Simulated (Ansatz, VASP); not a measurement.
# One calculation of CsO, two programs

INCAR

```
  PREC = Accurate
  ENCUT = 520
  EDIFF = 1E-7
  ISMEAR = 0
  SIGMA = 0.05
  LREAL = F
  LASPH = T
  NELM = 80
  ALGO = Normal
  ISIF = 2
  LWAVE = F
  LCHARG = F
  GGA = CA
  NBANDS = 23
```

KPOINTS

```
Automatic mesh
0
Gamma
  8 8 8
```

POSCAR

```
CsO
1.0
   -2.2690500000      3.3757500000      3.6645375000
    2.2690500000     -3.3757500000      3.6645375000
    2.2690500000      3.3757500000     -3.6645375000
Cs O
2 2
Direct
    0.2500000000      0.2500000000      0.0000000000
    0.7500000000      0.7500000000      0.0000000000
    0.6200000000      0.0000000000      0.6200000000
    0.3800000000      0.0000000000      0.3800000000
```

Input for Ansatz:

```yaml
crystal:
  lattice:
    - [-2.26905, 3.37575, 3.6645375]
    - [2.26905, -3.37575, 3.6645375]
    - [2.26905, 3.37575, -3.6645375]
  atoms:
    - { symbol: Cs, position: [0.25, 0.25, 0.0] }
    - { symbol: Cs, position: [0.75, 0.75, 0.0] }
    - { symbol: O, position: [0.62, 0.0, 0.62] }
    - { symbol: O, position: [0.38, 0.0, 0.38] }
basis:
  ecutwfc: 420
kpoints:
  mp_grid: { grid: [8, 8, 8] }
hamiltonian:
  xc: lda
scf:
  occupations: { method: gaussian, width: 0.05 }
output:
  forces: true
  stress: true
  eigenvalues: true
```

Change from the starting cell: strain +0.050 along x and y, -0.025 along z, atoms carried along.

Alike in both runs: task single point; functional LDA; k mesh 8 × 8 × 8; occupations gaussian, width 0.05 eV; no spin polarisation.

|  | VASP | Ansatz |
| --- | --- | --- |
| version | VASP 6.6.1 | Ansatz 0.2.0 |
| potentials or method | VASP PAW LDA potentials, release 64 (Cs_sv, O), cutoff 520 eV | scalar-relativistic, plane waves, PAW |
| valence electrons in the cell | 30 | 30 |

Ansatz gave:

- gap on the k mesh at the Fermi level (eV): 1.48
- least direct gap on the mesh (eV): 1.61
- pressure (GPa): -5.3
- traceless stress, the component that is largest in VASP (GPa): -3.37
- rms of the force components (eV/Å): 0.861

Problem. What did VASP give for the same quantities?

Solution. gap on the k mesh at the Fermi level (eV): 1.47; least direct gap on the mesh (eV): 1.59; pressure (GPa): -5.1; traceless stress, the component that is largest in VASP (GPa): -3.28; rms of the force components (eV/Å): 0.813.

LDA's correlation is that of Perdew and Zunger in VASP and of Perdew and Wang (1992) in Ansatz. Atom by atom the forces differ by 0.048 eV/Å (rms over components).

Neither program's run includes spin-orbit coupling.
